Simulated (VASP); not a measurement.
# Sn (Fd-3m) in VASP: notebook

Sn is run at these levels: PBE; tasks: single point.

All numbers are computed with VASP 6.6.1; they aren't measurements. Logs are shortened: lines on timing, memory, paths and dates and some standing lists are left out, and cuts for length are marked.

## 1. The cell of the first run

The structure is cubic, space group Fd-3m (No. 227). The conventional cell has a = 6.785 Å, b = 6.785 Å, c = 6.785 Å, α = 90.00°, β = 90.00°, γ = 90.00°. Sn (site symmetry -43m) has 4 Sn at 2.94 Å within 3.9 Å.

This isn't the form of Sn at room conditions, which is tetragonal (white tin).

## 2. Single point, PBE

INCAR reads:

```
SYSTEM = Sn
PREC = Accurate
ENCUT = 520
EDIFF = 1E-6
ISMEAR = -1
SIGMA = 0.06122561905347299
LREAL = .FALSE.
LASPH = .TRUE.
NELM = 60
ALGO = Normal
ISIF = 2
LWAVE = .FALSE.
LCHARG = .TRUE.
GGA = PE
LELF = .TRUE.
LVHAR = .TRUE.
NBANDS = 21
```

KPOINTS reads:

```
regular mesh
0
G
  28 28 28
  0 0 0
```

POSCAR reads:

```
Sn
1.0
    0.0000000000      3.3927444167      3.3927444167
    3.3927444167      0.0000000000      3.3927444167
    3.3927444167      3.3927444167      0.0000000000
Sn
2
Direct
    0.0000000000      0.0000000000      0.0000000000
    0.2500000000      0.2500000000      0.2500000000
```

Potentials or basis: VASP PAW PBE potentials, release 64 (Sn_d).

The run is started by

```sh
$ cat potpaw_PBE.64/Sn_d/POTCAR > POTCAR
$ mpirun -np 1 vasp_std > vasp.out
```

OUTCAR:

```text
SYSTEM = Sn
   PREC = Accurate
   ENCUT = 520
   EDIFF = 1E-6
   ISMEAR = -1
   LREAL = .FALSE.
   LASPH = .TRUE.
   NELM = 60
   ISIF = 2
   GGA = PE

 ion  position               nearest neighbor table
   1  0.000  0.000  0.000-   2 2.94   2 2.94   2 2.94   2 2.94
   2  0.250  0.250  0.250-   1 2.94   1 2.94   1 2.94   1 2.94

  LATTYP: Found a face centered cubic cell.
 ALAT       =     6.7854888334

  Lattice vectors:

 A1 = (   0.0000000000,   3.3927444167,   3.3927444167)
 A2 = (   3.3927444167,   0.0000000000,   3.3927444167)
 A3 = (   3.3927444167,   3.3927444167,   0.0000000000)

Analysis of symmetry for initial positions (statically):
=====================================================================
 Subroutine PRICEL returns:
 Original cell was already a primitive cell.

 Routine SETGRP: Setting up the symmetry group for a
 face centered cubic supercell.

 Subroutine GETGRP returns: Found 48 space group operations
 (whereof 24 operations were pure point group operations)
 out of a pool of 48 trial point group operations.

The static configuration has the point symmetry T_d .
 The point group associated with its full space group is O_h .

Analysis of symmetry for dynamics (positions and initial velocities):
=====================================================================
 Subroutine PRICEL returns:
 Original cell was already a primitive cell.

 Routine SETGRP: Setting up the symmetry group for a
 face centered cubic supercell.

 Subroutine GETGRP returns: Found 48 space group operations
 (whereof 24 operations were pure point group operations)
 out of a pool of 48 trial point group operations.

The dynamic configuration has the point symmetry T_d .
 The point group associated with its full space group is O_h .

 Subroutine INISYM returns: Found 48 space group operations
 (whereof 24 operations are pure point group operations),
 and found     1 'primitive' translations

----------------------------------------------------------------------------------------

                                     Primitive cell

  volume of cell :      78.1058

  direct lattice vectors                    reciprocal lattice vectors
     0.000000000  3.392744417  3.392744417    -0.147373317  0.147373317  0.147373317
     3.392744417  0.000000000  3.392744417     0.147373317 -0.147373317  0.147373317
     3.392744417  3.392744417  0.000000000     0.147373317  0.147373317 -0.147373317

  length of vectors
     4.798065168  4.798065168  4.798065168     0.255258074  0.255258074  0.255258074

  position of ions in fractional coordinates (direct lattice)
     0.000000000  0.000000000  0.000000000
     0.250000000  0.250000000  0.250000000

  ion indices of the primitive-cell ions
   primitive index   ion index
                 1           1
                 2           2

----------------------------------------------------------------------------------------

 KPOINTS: regular mesh

Automatic generation of k-mesh.
 Grid dimensions read from file:
 generate k-points for:   28   28   28

 Generating k-lattice:

  Cartesian coordinates                     Fractional coordinates (reciprocal lattice)
    -0.005263333  0.005263333  0.005263333     0.035714286  0.000000000  0.000000000
     0.005263333 -0.005263333  0.005263333     0.000000000  0.035714286  0.000000000
     0.005263333  0.005263333 -0.005263333     0.000000000  0.000000000  0.035714286

  Length of vectors
     0.009116360  0.009116360  0.009116360

  Shift w.r.t. Gamma in fractional coordinates (k-lattice)
     0.000000000  0.000000000  0.000000000

 Subroutine IBZKPT returns following result:
 ===========================================

 Found    624 irreducible k-points:

 Following reciprocal coordinates:
            Coordinates               Weight
  0.000000  0.000000  0.000000      1.000000
  0.035714  0.000000  0.000000      8.000000
  0.071429  0.000000  0.000000      8.000000
  0.107143  0.000000  0.000000      8.000000
  0.142857  0.000000  0.000000      8.000000
  0.178571  0.000000  0.000000      8.000000
[... 16 lines left out ...]
  0.285714  0.035714  0.000000     24.000000
  0.321429  0.035714  0.000000     24.000000
 [... further k-points ...]
   k-points           NKPTS =    624   k-points in BZ     NKDIM =    624   number of bands    NBANDS=     21
   number of dos      NEDOS =    301   number of ions     NIONS =      2
   total plane-waves  NPLWV =  46656
   dimension x,y,z NGX =    36 NGY =   36 NGZ =   36
   dimension x,y,z NGXF=    72 NGYF=   72 NGZF=   72
   ions per type =               2
   NGX,Y,Z   is equivalent  to a cutoff of  12.47, 12.47, 12.47 a.u.
   NGXF,Y,Z  is equivalent  to a cutoff of  24.95, 24.95, 24.95 a.u.
 SYSTEM =  Sn
   PREC   = accura    normal or accurate (medium, high low for compatibility)
   ISTART =      0    job   : 0-new  1-cont  2-samecut
   ICHARG =      2    charge: 1-file 2-atom 10-const
   ISPIN  =      1    spin polarized calculation?
   LNONCOLLINEAR =      F non collinear calculations
   LSORBIT =      F    spin-orbit coupling
   LASPH  =      T    aspherical Exc in radial PAW
   ENCUT  =  520.0 eV  38.22 Ry    6.18 a.u.   8.92  8.92  8.92*2*pi/ulx,y,z
   NELM   =     60;   NELMIN=  2; NELMDL= -5     # of ELM steps
   EDIFF  = 0.1E-05   stopping-criterion for ELM
   LREAL  =      F    real-space projection
[... 7 lines left out ...]
   TEBEG  =    0.0;   TEEND  =   0.0 temperature during run
   PSTRESS=    0.0 pullay stress
   NELECT =      28.0000    total number of electrons
   NUPDOWN=      -1.0000    fix difference up-down
   EMIN   =  10.00;   EMAX   =-10.00  energy-range for DOS
   EFERMI =   0.00;   METHOD = LEGACY
   ISMEAR =    -1;   SIGMA  =   0.06  broadening in eV -4-tet -1-fermi 0-gaus
   EFERMI_NEDOS =   21; number of points for ismear=-14 and -15
   IALGO  =     38    algorithm
   IMIX   =      4    mixing-type and parameters
     AMIX     =   0.40;   BMIX     =  1.00
     AMIX_MAG =   1.60;   BMIX_MAG =  1.00
  volume/ion in A,a.u.               =      39.05       263.54
  Fermi-wavevector in a.u.,A,eV,Ry     =   1.162964  2.197684 18.401687  1.352486
  Thomas-Fermi vector in A             =   2.299519
   LORBIT       =      0    0 simple, 1 ext, 2 COOP (PROOUT), +10 PAW based schemes
   GGA     = PE    functional components
   LHFCALC =     F    Hartree Fock is set to
   AEXX    =    0.0000 exact exchange contribution
   IVDW    =     0    specifies the selected vdW correction
   LEPSILON=     F    determine dielectric tensor
   LRPA    =     F    only Hartree local field effects (RPA)
 non-spin polarized calculation
  energy-cutoff  :      520.00
  volume of cell :       78.11
 maximum number of plane-waves:      2134
   NGX = 17   NGY = 17   NGZ = 17

 number of electron      28.0000006 magnetization

 Free energy of the ion-electron system (eV)
  ---------------------------------------------------
  ext. energy  EPLUGINS =         0.00000000
  ---------------------------------------------------
  free energy    TOTEN  =        -7.66733409 eV

  energy without entropy =       -7.66449633  energy(sigma->0) =       -7.66591521

 E-fermi :   4.3043     XC(G=0):  -8.3044

 val. band max:        4.2870001709   @ k =   0.4643   0.0357   0.0000
 cond. band min:       4.3162227777   @ k =  -0.3929   0.0357   0.0000
 fundamental gap:      0.0292226068
 Fermi energy:         4.3043381592

 k-point     1 :       0.0000    0.0000    0.0000
  band No.  band energies     occupation
      1     -17.1487      2.00000
      2     -17.1487      2.00000
      3     -17.1487      2.00000
      4     -17.1056      2.00000
      5     -17.1056      2.00000
      6     -16.8927      2.00000
[... 13 lines left out ...]
     20      11.9738      0.00000
     21      11.9738      0.00000

 k-point     2 :       0.0357    0.0000    0.0000
  band No.  band energies     occupation
      1     -17.1495      2.00000
      2     -17.1495      2.00000
      3     -17.1485      2.00000
      4     -17.1046      2.00000
      5     -17.1046      2.00000
      6     -16.8969      2.00000
[... 13 lines left out ...]
     20      11.8302      0.00000
     21      11.8302      0.00000

 k-point     3 :       0.0714    0.0000    0.0000
  band No.  band energies     occupation
      1     -17.1515      2.00000
      2     -17.1515      2.00000
      3     -17.1478      2.00000
      4     -17.1018      2.00000
      5     -17.1018      2.00000
      6     -16.9022      2.00000
[... 13 lines left out ...]
     20      11.5908      0.00000
     21      11.5908      0.00000

 k-point     4 :       0.1071    0.0000    0.0000
  band No.  band energies     occupation
      1     -17.1544      2.00000
      2     -17.1544      2.00000
      3     -17.1466      2.00000
      4     -17.0978      2.00000
      5     -17.0978      2.00000
      6     -16.9075      2.00000
[... 13 lines left out ...]
     20      11.3711      0.00000
     21      11.3711      0.00000

 k-point     5 :       0.1429    0.0000    0.0000
  band No.  band energies     occupation
      1     -17.1575      2.00000
      2     -17.1575      2.00000
      3     -17.1451      2.00000
      4     -17.0932      2.00000
      5     -17.0932      2.00000
      6     -16.9126      2.00000
[... 13 lines left out ...]
     20      11.1976      0.00000
     21      11.1976      0.00000

 k-point     6 :       0.1786    0.0000    0.0000
  band No.  band energies     occupation
      1     -17.1606      2.00000
      2     -17.1606      2.00000
      3     -17.1432      2.00000
      4     -17.0883      2.00000
      5     -17.0883      2.00000
      6     -16.9175      2.00000
[... 13 lines left out ...]
     20      11.0830      0.00000
     21      11.0830      0.00000

 k-point     7 :       0.2143    0.0000    0.0000
  band No.  band energies     occupation
      1     -17.1636      2.00000
      2     -17.1636      2.00000
      3     -17.1411      2.00000
      4     -17.0835      2.00000
      5     -17.0835      2.00000
      6     -16.9221      2.00000
[... 13 lines left out ...]
     20      11.0371      0.00000
     21      11.0371      0.00000
[... 291 lines left out ...]
      1     -17.1610      2.00000
      2     -17.1587      2.00000
      3     -17.1441      2.00000
      4     -17.0914      2.00000
      5     -17.0869      2.00000
      6     -16.9216      2.00000
[... 13 lines left out ...]
     20      10.8503      0.00000
     21      11.3377      0.00000

 k-point    21 :       0.2143    0.0357    0.0000
  band No.  band energies     occupation
      1     -17.1641      2.00000
      2     -17.1617      2.00000
      3     -17.1419      2.00000
      4     -17.0867      2.00000
      5     -17.0819      2.00000
      6     -16.9262      2.00000
[... 13 lines left out ...]
     20      10.8329      0.00000
     21      11.2708      0.00000

 k-point    22 :       0.2500    0.0357    0.0000
  band No.  band energies     occupation
      1     -17.1669      2.00000
      2     -17.1644      2.00000
      3     -17.1394      2.00000
      4     -17.0822      2.00000
      5     -17.0772      2.00000
      6     -16.9303      2.00000
[... 13 lines left out ...]
     20      10.8967      0.00000
     21      11.2787      0.00000

 k-point    23 :       0.2857    0.0357    0.0000
  band No.  band energies     occupation
      1     -17.1694      2.00000
      2     -17.1669      2.00000
      3     -17.1369      2.00000
      4     -17.0779      2.00000
      5     -17.0730      2.00000
      6     -16.9338      2.00000
[... 13 lines left out ...]
     20      10.9877      0.00000
     21      11.3656      0.00000

 k-point    24 :       0.3214    0.0357    0.0000
  band No.  band energies     occupation
      1     -17.1714      2.00000
      2     -17.1689      2.00000
      3     -17.1344      2.00000
      4     -17.0742      2.00000
      5     -17.0695      2.00000
      6     -16.9365      2.00000
[... 13 lines left out ...]
     20      11.1399      0.00000
     21      11.5298      0.00000

 [... further k-points ...]
[... 5 lines left out ...]
  --------------------------------------------------------------------------------------
  -------------------------------------------------------------------------------------
  Total       -0.9037537     -0.9037537     -0.9037537      0.0000000     -0.0000000     -0.0000000
  in kB      -18.5386132    -18.5386132    -18.5386132      0.0000000     -0.0000000     -0.0000000
  external PRESSURE =     -18.5386132 kB  Pullay stress =       0.0000000 kB

 VOLUME and BASIS-vectors are now :
 -----------------------------------------------------------------------------
  energy-cutoff  :      520.00
  volume of cell :       78.11
      direct lattice vectors                 reciprocal lattice vectors
     0.000000000  3.392744417  3.392744417    -0.147373317  0.147373317  0.147373317
     3.392744417  0.000000000  3.392744417     0.147373317 -0.147373317  0.147373317
     3.392744417  3.392744417  0.000000000     0.147373317  0.147373317 -0.147373317

 POSITION                                       TOTAL-FORCE (eV/Angst)
 -----------------------------------------------------------------------------------
      0.00000      0.00000      0.00000         0.000000      0.000000     -0.000000
      1.69637      1.69637      1.69637        -0.000000     -0.000000      0.000000
 -----------------------------------------------------------------------------------
    total drift:                                0.000000      0.000000      0.000000

  FREE ENERGIE OF THE ION-ELECTRON SYSTEM (eV)
  ---------------------------------------------------
  free  energy   TOTEN  =        -7.6673340892 eV

  energy  without entropy=       -7.6644963304  energy(sigma->0) =       -7.66591521
```

Run time: 8 min. Hardware: 1 thread of AMD EPYC 9R45 (Zen 5), shared host; peak memory 0.8 GiB.

Results:

- Free energy: -7.6673 eV
- Pressure: -1.9 GPa
- Band gap on the k mesh: zero (bands 14 and 15 overlap by 0.32 eV)

Levels at points of the mesh, in eV from the Fermi level:
```tsv
k point	band 10	band 11	band 12	band 13	band 14	band 15	band 16	band 17	band 18	band 19
(0.00, 0.00, 0.00)	-21.19	-9.76	-1.51	0.11	0.11	0.11	2.15	2.15	2.15	4.93
(0.50, 0.00, 0.00)	-21.16	-8.39	-5.85	-0.91	-0.91	-0.21	3.18	3.18	5.71	7.73
(0.50, 0.50, 0.00)	-21.14	-7.08	-7.08	-2.04	-2.04	0.97	0.97	6.91	6.91	8.40
```

Caveat: spin-orbit coupling is left out, which moves the levels of the heavy elements.

## 3. Single point, PBE

This run uses another cell than the first one, of 34.63 Å³/atom.

INCAR reads:

```
PREC = Accurate ; ENCUT = 520
EDIFF = 1E-6 ; ISMEAR = -1
SIGMA = 0.06122561905347299 ; LREAL = F
LASPH = T ; NELM = 80
ALGO = Normal ; ISIF = 2
LWAVE = F ; LCHARG = F
GGA = PE ; NBANDS = 21
```

KPOINTS reads:

```
Automatic mesh
0
Gamma
  28 28 28
```

POSCAR reads:

```
Sn
1.0
    0.0000000000      3.2595562040      3.2595562040
    3.2595562040      0.0000000000      3.2595562040
    3.2595562040      3.2595562040      0.0000000000
Sn
2
Direct
    0.0000000000      0.0000000000      0.0000000000
    0.2500000000      0.2500000000      0.2500000000
```

Potentials or basis: VASP PAW PBE potentials, release 64 (Sn_d).

The run is started by

```sh
$ cat potpaw_PBE.64/Sn_d/POTCAR > POTCAR
$ mpirun -np 1 vasp_std > vasp.out
```

Wall time 13 min (1 thread of Intel Xeon 8259CL, shared host); peak memory 0.76 GiB.

Results (log left out):

* Free energy: -7.6610 eV
* Pressure: 2.5 GPa
* Band gap on the k mesh: zero (bands 14 and 15 overlap by 0.12 eV)

Levels at points of the mesh, in eV from the Fermi level:
```
           k point  band 11  band 12  band 13  band 14  band 15  band 16  band 17  band 18
(0.00, 0.00, 0.00)   -10.57    -0.79     0.03     0.03     0.03     2.10     2.10     2.10
(0.50, 0.00, 0.00)    -8.97    -6.30    -1.15    -1.15    -0.09     3.17     3.17     5.60
(0.50, 0.50, 0.00)    -7.52    -7.52    -2.47    -2.47     0.78     0.78     7.59     7.59
```

Caveat: spin-orbit coupling is left out, which moves the levels of the heavy elements.

The gap in the log of VASP goes by the Fermi energy; the results here count the filled bands.